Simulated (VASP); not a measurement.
Wanted: the native input for a VASP 6.6.1 run.

```
Task                   : relaxation of cell and atoms
Functional             : PBE
Potentials or basis    : VASP PAW PBE potentials, release 64 (Mg, Cd, O)
Cutoff                 : 600 eV
k mesh                 : 3 × 3 × 3
Occupations            : gaussian, width 0.15 eV
Spin                   : no spin polarisation
Dipole correction      : no
Further INCAR settings : ALGO = Normal; EDIFF = 1e-06; IBRION = 2; EDIFFG = -0.08; NSW = 36; ISIF = 3
```

The structure of MgCd2O3 lies in POSCAR:

```
MgCd2O3
1.0
   -2.6111120900      2.6111120900      3.2359638500
    2.6111120900     -2.6111120900      3.2359638500
    2.6111120900      2.6111120900     -3.2359638500
Mg Cd O
1 2 3
Direct
    0.0000000000      0.0000000000      0.0000000000
    0.7500000000      0.2500000000      0.5000000000
    0.2500000000      0.7500000000      0.5000000000
    0.5000000000      0.0000000000      0.5000000000
    0.0000000000      0.5000000000      0.5000000000
    0.5000000000      0.5000000000      0.0000000000
```

These files were run (other wordings do the same):

INCAR

```
ALGO = Normal
EDIFF = 1E-6
EDIFFG = -0.08
ENCUT = 600
GGA = PE
IBRION = 2
ISIF = 3
ISMEAR = 0
LASPH = True
LCHARG = False
LREAL = False
LWAVE = False
NELM = 80
NSW = 36
PREC = Accurate
SIGMA = 0.15
```

KPOINTS

```
k-points
0
Gamma
  3 3 3
```

Potentials or basis: VASP PAW PBE potentials, release 64 (Mg, Cd, O).

Run with:

```bash
$ cat potpaw_PBE.64/Mg/POTCAR potpaw_PBE.64/Cd/POTCAR potpaw_PBE.64/O/POTCAR > POTCAR
$ mpirun -np 1 vasp_std > vasp.out
```

It gave:

- Relaxed volume: 14.23 Å³/atom
- Relaxed cell: a = 5.380 Å, b = 5.380 Å, c = 5.380 Å, α = 131.57°, β = 131.57°, γ = 70.91°
- Space group after relaxing (to 0.05 Å): I4/mmm (No. 139)
- Energy gained by relaxing: 1940.4 meV/atom
- Ionic steps: 12
- Pressure after relaxing: 0.4 GPa
- Band gap on the k mesh: zero (band 22 reaches 4.23 eV, above the bottom of band 23 at 2.72 eV)

Caveat: the k points lie up to 0.67 Å⁻¹ apart in the final cell.

Run time: 3.6 min on 1 thread of Intel(R) Xeon(R) Platinum 8375C CPU @ 2.90GHz (Ice Lake), with other jobs on the host, peak memory 0.25 GiB.
